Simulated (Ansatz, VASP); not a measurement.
**One calculation of GaN, two programs**

```
Ga N
1.0
     0.00000    2.15405    2.15405
     2.15405    0.00000    2.15405
     2.15405    2.15405    0.00000
Ga N
1 1
Direct
  0.00000 0.00000 0.00000
  0.50000 0.50000 0.50000
```

Alike in both runs: task single point; functional LDA; k mesh 8 × 8 × 8; occupations fermi-dirac, width 0.05 eV; no spin polarisation.

```csv
,VASP,Ansatz
version,VASP 6.6.1,Ansatz 0.2.0
potentials or method,"VASP PAW LDA potentials, release 64 (Ga_d, N), cutoff 600 eV","plane waves, PAW"
valence electrons in the cell,18,18
```

Ansatz gave:

| Item | Value |
| --- | --- |
| pressure (GPa) | -17.9 |

What did VASP give for the same quantities?

Pressure (GPa): -17.0.

LDA's correlation is that of Perdew and Zunger in VASP and of Perdew and Wang (1992) in Ansatz.
